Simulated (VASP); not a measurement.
# Al3GaN4 (P1) in VASP: single point with r2SCAN

Aim: the single point of Al3GaN4 with r2SCAN.

Everything below comes from runs of VASP 6.6.1. Logs are shortened: lines on timing, memory, paths and dates and some standing lists are left out, and cuts for length are marked.

### Step 1. The cell of the first run

The typed cell holds 8 atoms: a = 4.380 Å, b = 4.350 Å, c = 4.387 Å, α = 91.35°, β = 92.30°, γ = 86.50°.

### Step 2. Single point, r2SCAN (atoms moved at random and the cell strained at random)

Contents of POSCAR:

```
Al3GaN4
1.0
    4.3774540649      0.1326854306     -0.0872827636
    0.1326854306      4.3476806624     -0.0501628550
   -0.0872827636     -0.0501628550      4.3862353524
Al Ga N
3 1 4
Direct
    0.5149372655      0.4882928946      0.0048746568
    0.4819242994     -0.0074087026      0.5122903113
   -0.0045035323      0.5114133627      0.4915163167
   -0.0148156903      0.0244628242     -0.0063531140
    0.7689944210      0.7386568434      0.2599818129
    0.7339157760      0.2597492135      0.7446991021
    0.2636430945      0.7646674191      0.7271877164
    0.2559043662      0.2201661450      0.2658031978
```

Contents of INCAR.step1:

```
SYSTEM = Al3GaN4
PREC = Accurate
ENCUT = 520
ISMEAR = 0
SIGMA = 0.05
LREAL = .False.
LASPH = .True.
NELM = 80
NBANDS = 31
GGA = PE
ALGO = Normal
EDIFF = 1E-4
LWAVE = .True.
LCHARG = .False.
```

Contents of INCAR.step2:

```
SYSTEM = Al3GaN4
PREC = Accurate
ENCUT = 520
EDIFF = 1E-6
ISMEAR = 0
SIGMA = 0.05
LREAL = .False.
LASPH = .True.
NELM = 80
ALGO = Normal
ISIF = 2
LWAVE = .False.
LCHARG = .True.
METAGGA = R2SCAN
LMIXTAU = .True.
LELF = .True.
LVHAR = .True.
NBANDS = 31
ISTART = 1
```

Contents of KPOINTS:

```
Automatic mesh
0
Gamma
  6 6 6
  0 0 0
```

Potentials or basis: VASP PAW PBE potentials, release 64 (Al, Ga_d, N).

Run with:

```console
> cat potpaw_PBE.64/Al/POTCAR potpaw_PBE.64/Ga_d/POTCAR potpaw_PBE.64/N/POTCAR > POTCAR
> cp INCAR.step1 INCAR
> mpirun -np 1 vasp_std > vasp.out
> cp INCAR.step2 INCAR
> mpirun -np 1 vasp_std > vasp.out
```

OUTCAR:

```text
SYSTEM = Al3GaN4
   PREC = Accurate
   ENCUT = 520
   EDIFF = 1E-6
   ISMEAR = 0
   LREAL = .False.
   LASPH = .True.
   NELM = 80
   ISIF = 2
   METAGGA = R2SCAN
   ISTART = 1

 ion  position               nearest neighbor table
   1  0.515  0.488  0.005-   6 1.77   5 1.92   7 1.99   8 2.07   4 2.80   3 2.94   2 3.02   2 3.09
                             2 3.11   3 3.14   2 3.15   3 3.15   3 3.18
   2  0.482  0.993  0.512-   8 1.72   7 1.74   6 1.90   5 1.98   3 2.98   4 3.00   3 3.01   1 3.02
                             3 3.07   4 3.08   4 3.09   1 3.09   1 3.11   1 3.15   3 3.29
   3  0.995  0.511  0.492-   5 1.69   7 1.92   8 1.93   6 2.01   1 2.94   2 2.98   4 3.01   2 3.01
                             2 3.07   4 3.10   4 3.10   1 3.14   1 3.15   1 3.18   2 3.29
   4  0.985  0.024  0.994-   6 1.81   8 1.88   7 2.00   5 2.03   1 2.80   2 3.00   3 3.01   2 3.08
                             2 3.09   3 3.10   3 3.10
   5  0.769  0.739  0.260-   3 1.69   1 1.92   2 1.98   4 2.03
   6  0.734  0.260  0.745-   1 1.77   4 1.81   2 1.90   3 2.01
   7  0.264  0.765  0.727-   2 1.74   3 1.92   1 1.99   4 2.00
   8  0.256  0.220  0.266-   2 1.72   4 1.88   3 1.93   1 2.07

  LATTYP: Found a triclinic cell.
 ALAT       =     7.3750299941
 B/A-ratio  =     1.2879791730
 C/A-ratio  =     0.5948979836
 COS(alpha) =     0.0030671324
 COS(beta)  =     0.5849503914
 COS(gamma) =     0.7661716508

  Lattice vectors:

 A1 = (  -4.1574858707,   4.2651580868,  -4.3491154438)
 A2 = (  -4.1120832037,   8.5626758942,  -0.0130429464)
 A3 = (   0.0872827636,   0.0501628550,  -4.3862353524)

Analysis of symmetry for initial positions (statically):
=====================================================================
 Subroutine PRICEL returns:
 Original cell was already a primitive cell.

 Routine SETGRP: Setting up the symmetry group for a
 triclinic supercell.

 Subroutine GETGRP returns: Found  1 space group operations
 (whereof  1 operations were pure point group operations)
 out of a pool of  2 trial point group operations.

The static configuration has the point symmetry C_1 .

Analysis of symmetry for dynamics (positions and initial velocities):
=====================================================================
 Subroutine PRICEL returns:
 Original cell was already a primitive cell.

 Routine SETGRP: Setting up the symmetry group for a
 triclinic supercell.

 Subroutine GETGRP returns: Found  1 space group operations
 (whereof  1 operations were pure point group operations)
 out of a pool of  2 trial point group operations.

The dynamic configuration has the point symmetry C_1 .

 Subroutine INISYM returns: Found  1 space group operations
 (whereof  1 operations are pure point group operations),
 and found     1 'primitive' translations

----------------------------------------------------------------------------------------

                                     Primitive cell

  volume of cell :      83.3576

  direct lattice vectors                    reciprocal lattice vectors
     4.377454065  0.132685431 -0.087282764     0.228742502 -0.006929313  0.004472556
     0.132685431  4.347680662 -0.050162855    -0.006929313  0.230247957  0.002495326
    -0.087282764 -0.050162855  4.386235352     0.004472556  0.002495326  0.228103480

  length of vectors
     4.380334210  4.349994124  4.387390473     0.228891134  0.230365718  0.228160970

  position of ions in fractional coordinates (direct lattice)
     0.514937266  0.488292895  0.004874657
     0.481924299  0.992591297  0.512290311
     0.995496468  0.511413363  0.491516317
     0.985184310  0.024462824  0.993646886
     0.768994421  0.738656843  0.259981813
     0.733915776  0.259749214  0.744699102
     0.263643094  0.764667419  0.727187716
     0.255904366  0.220166145  0.265803198

  ion indices of the primitive-cell ions
   primitive index   ion index
                 1           1
                 2           2
                 3           3
                 4           4
                 5           5
                 6           6
                 7           7
                 8           8

----------------------------------------------------------------------------------------

 KPOINTS: Automatic mesh

Automatic generation of k-mesh.
 Grid dimensions read from file:
 generate k-points for:    6    6    6

 Generating k-lattice:

  Cartesian coordinates                     Fractional coordinates (reciprocal lattice)
     0.038123750 -0.001154886  0.000745426     0.166666667  0.000000000 -0.000000000
    -0.001154886  0.038374660  0.000415888     0.000000000  0.166666667 -0.000000000
     0.000745426  0.000415888  0.038017247     0.000000000 -0.000000000  0.166666667

  Length of vectors
     0.038148522  0.038394286  0.038026828

  Shift w.r.t. Gamma in fractional coordinates (k-lattice)
     0.000000000  0.000000000  0.000000000

 Subroutine IBZKPT returns following result:
 ===========================================

 Found    112 irreducible k-points:

 Following reciprocal coordinates:
            Coordinates               Weight
  0.000000  0.000000  0.000000      1.000000
  0.166667 -0.000000  0.000000      2.000000
  0.333333  0.000000  0.000000      2.000000
  0.500000 -0.000000  0.000000      1.000000
 -0.000000  0.166667  0.000000      2.000000
  0.166667  0.166667 -0.000000      2.000000
[... 16 lines left out ...]
  0.333333  0.000000  0.166667      2.000000
  0.500000 -0.000000  0.166667      2.000000
 [... further k-points ...]
   k-points           NKPTS =    112   k-points in BZ     NKDIM =    112   number of bands    NBANDS=     31
   number of dos      NEDOS =    301   number of ions     NIONS =      8
   total plane-waves  NPLWV =  41472
   dimension x,y,z NGX =    36 NGY =   32 NGZ =   36
   dimension x,y,z NGXF=    72 NGYF=   64 NGZF=   72
   ions per type =               3   1   4
   NGX,Y,Z   is equivalent  to a cutoff of  13.66, 12.23, 13.64 a.u.
   NGXF,Y,Z  is equivalent  to a cutoff of  27.33, 24.46, 27.28 a.u.
 SYSTEM =  Al3GaN4
   PREC   = accura    normal or accurate (medium, high low for compatibility)
   ISTART =      1    job   : 0-new  1-cont  2-samecut
   ICHARG =      0    charge: 1-file 2-atom 10-const
   ISPIN  =      1    spin polarized calculation?
   LNONCOLLINEAR =      F non collinear calculations
   LSORBIT =      F    spin-orbit coupling
   LASPH  =      T    aspherical Exc in radial PAW
   ENCUT  =  520.0 eV  38.22 Ry    6.18 a.u.   8.14  8.09  8.16*2*pi/ulx,y,z
   NELM   =     80;   NELMIN=  2; NELMDL=  0     # of ELM steps
   EDIFF  = 0.1E-05   stopping-criterion for ELM
   LREAL  =      F    real-space projection
   EDIFFG = 0.1E-04   stopping-criterion for IOM
   NSW    =      0    number of steps for IOM
   IBRION =     -1    ionic relax: 0-MD 1-quasi-New 2-CG
   NFREE  =      0    steps in history (QN), initial steepest desc. (CG)
   ISIF   =      2    stress and relaxation
   ISYM   =      2    0-nonsym 1-usesym 2-fastsym
   POTIM  = 0.5000    time-step for ionic-motion
   TEBEG  =    0.0;   TEEND  =   0.0 temperature during run
   PSTRESS=    0.0 pullay stress
   NELECT =      42.0000    total number of electrons
   NUPDOWN=      -1.0000    fix difference up-down
   EMIN   =  10.00;   EMAX   =-10.00  energy-range for DOS
   EFERMI =   0.00;   METHOD = LEGACY
   ISMEAR =     0;   SIGMA  =   0.05  broadening in eV -4-tet -1-fermi 0-gaus
   EFERMI_NEDOS =   21; number of points for ismear=-14 and -15
   IALGO  =     38    algorithm
   IMIX   =      4    mixing-type and parameters
     AMIX     =   0.40;   BMIX     =  1.00
     AMIX_MAG =   1.60;   BMIX_MAG =  1.00
  volume/ion in A,a.u.               =      10.42        70.32
  Fermi-wavevector in a.u.,A,eV,Ry     =   1.302695  2.461737 23.089286  1.697015
  Thomas-Fermi vector in A             =   2.433746
   LORBIT       =      0    0 simple, 1 ext, 2 COOP (PROOUT), +10 PAW based schemes
   METAGGA = R2SCAN    functional components
   LHFCALC =     F    Hartree Fock is set to
   AEXX    =    0.0000 exact exchange contribution
   IVDW    =     0    specifies the selected vdW correction
   LEPSILON=     F    determine dielectric tensor
   LRPA    =     F    only Hartree local field effects (RPA)
 non-spin polarized calculation
 Gauss-broadening in eV      SIGMA  =   0.05
  energy-cutoff  :      520.00
  volume of cell :       83.36
 maximum number of plane-waves:      2260
 NGX is ok and might be reduce to    36
   NGX = 17   NGY = 17   NGZ = 17

 number of electron      41.9999995 magnetization

 Free energy of the ion-electron system (eV)
  ---------------------------------------------------
  ext. energy  EPLUGINS =         0.00000000
  ---------------------------------------------------
  free energy    TOTEN  =       -77.72859633 eV

  energy without entropy =      -77.72859633  energy(sigma->0) =      -77.72859633

 E-fermi :   6.2252     XC(G=0): -11.8545

 val. band max:        5.9604745324   @ k =   0.0000   0.0000   0.0000
 cond. band min:       9.3979896088   @ k =   0.0000   0.0000   0.0000
 fundamental gap:      3.4375150764
 Fermi energy:         6.2251979577

 k-point     1 :       0.0000    0.0000    0.0000
  band No.  band energies     occupation
      1     -10.5301      2.00000
      2      -8.7899      2.00000
      3      -8.4149      2.00000
      4      -8.1770      2.00000
      5      -7.3007      2.00000
      6      -7.2669      2.00000
[... 23 lines left out ...]
     30      18.8900      0.00000
     31      19.0609      0.00000

 k-point     2 :       0.1667   -0.0000    0.0000
  band No.  band energies     occupation
      1     -10.4057      2.00000
      2      -8.8369      2.00000
      3      -8.4281      2.00000
      4      -8.2195      2.00000
      5      -7.2981      2.00000
      6      -7.2632      2.00000
[... 740 lines left out ...]
 k-point    24 :       0.5000   -0.0000    0.1667
  band No.  band energies     occupation
      1      -9.6841      2.00000
      2      -9.2327      2.00000
      3      -8.5345      2.00000
      4      -8.3384      2.00000
      5      -7.2881      2.00000
      6      -7.2348      2.00000
[... 23 lines left out ...]
     30      17.5039      0.00000
     31      17.7424      0.00000

 [... further k-points ...]

------------------------ aborting loop because EDIFF is reached ----------------------------------------

  FORCE on cell =-STRESS in cart. coord.  units (eV):
  Direction    XX          YY          ZZ          XY          YZ          ZX
  --------------------------------------------------------------------------------------
  -------------------------------------------------------------------------------------
  Total        5.9713148      6.0470384      6.2993712     -8.3219999     -1.9878714      6.8773718
  in kB      114.7717918    116.2272385    121.0772068   -159.9531862    -38.2079275    132.1866790
  external PRESSURE =     117.3587457 kB  Pullay stress =       0.0000000 kB

 VOLUME and BASIS-vectors are now :
 -----------------------------------------------------------------------------
  energy-cutoff  :      520.00
  volume of cell :       83.36
      direct lattice vectors                 reciprocal lattice vectors
     4.377454065  0.132685431 -0.087282764     0.228742502 -0.006929313  0.004472556
     0.132685431  4.347680662 -0.050162855    -0.006929313  0.230247957  0.002495326
    -0.087282764 -0.050162855  4.386235352     0.004472556  0.002495326  0.228103480

 POSITION                                       TOTAL-FORCE (eV/Angst)
 -----------------------------------------------------------------------------------
      2.31848      2.19102     -0.04806        -2.022862      1.765584      0.897541
      2.19659      4.35372      2.15517         3.218852     -0.311424     -0.565890
      4.38270      2.33089      2.04336         2.525484     -2.342216      2.409971
      4.22912      0.18723      4.27115         1.431873     -2.660623      0.843013
      3.44155      3.30044      1.03617        -3.259598      1.990691     -2.398690
      3.18215      1.18933      3.18934         0.388064      0.400555     -1.955549
      1.19207      3.32303      3.12825        -1.554314     -2.733081      2.633673
      1.12622      0.97783      1.13250        -0.727500      3.890515     -1.864069
 -----------------------------------------------------------------------------------
    total drift:                                0.002970     -0.000475      0.009272

  FREE ENERGIE OF THE ION-ELECTRON SYSTEM (eV)
  ---------------------------------------------------
  free  energy   TOTEN  =       -77.7285963261 eV

  energy  without entropy=      -77.7285963261  energy(sigma->0) =      -77.72859633
```

Wall time 21 min (1 thread of Oxide Virtual Turin-like, shared host); peak memory 0.34 GiB.

What came out:

```yaml
Free_energy: -77.7286 eV
Pressure: 11.7 GPa
Largest_force: 4.510 eV/Å
Band_gap_on_the_k_mesh: 3.44 eV
```

Forces in eV/Å, atoms in the order of the input:
```
Al  -2.023  1.766  0.898
Al   3.219 -0.311 -0.566
Al   2.525 -2.342  2.410
Ga   1.432 -2.661  0.843
N   -3.260  1.991 -2.399
N    0.388  0.401 -1.956
N   -1.554 -2.733  2.634
N   -0.728  3.891 -1.864
```

Caveat: the cell differs from its parent crystal (atoms moved at random and the cell strained at random); the cell stands under pressure; the PAW data sets were made with another functional, which shifts forces and pressure a little. A k mesh can miss the band edges.
